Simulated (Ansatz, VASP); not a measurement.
**One calculation of ScSn3Se, two programs**

```
Sc Sn Se
1.0
     5.54562    0.00000    0.00000
     0.00000    5.54562    0.00000
     0.00000    0.00000    5.54562
Sc Sn Se
1 3 1
Direct
  0.00000 0.00000 0.00000
  0.50000 0.00000 0.00000
  0.00000 0.50000 0.00000
  0.00000 0.00000 0.50000
  0.50000 0.50000 0.50000
```

Alike in both runs: functional PBE; k mesh 4 × 4 × 4; occupations gaussian, width 0.1 eV; no spin polarisation.

Ansatz relaxed the structure, and its values are those at the end. VASP's run is a single point on that final structure, the one shown.

|  | VASP | Ansatz |
| --- | --- | --- |
| version | VASP 6.6.1 | Ansatz 0.2.0 |
| potentials or method | VASP PAW PBE potentials, release 64 (Sc_sv, Sn_d, Se), cutoff 520 eV | scalar-relativistic, plane waves, PAW |
| valence electrons in the cell | 59 | 69 |

|  | VASP | Ansatz | Ansatz less VASP |
| --- | --- | --- | --- |
| gap on the k mesh at the Fermi level (eV) | none | none | - |
| pressure (GPa) | 0.2 | 0.2 | +0.02 |

A gap of «none» marks a metal or a gap that the smearing closes. VASP's potentials hold 59 valence electrons a cell and Ansatz's 69, so a difference there can come from the potentials and not from the codes.
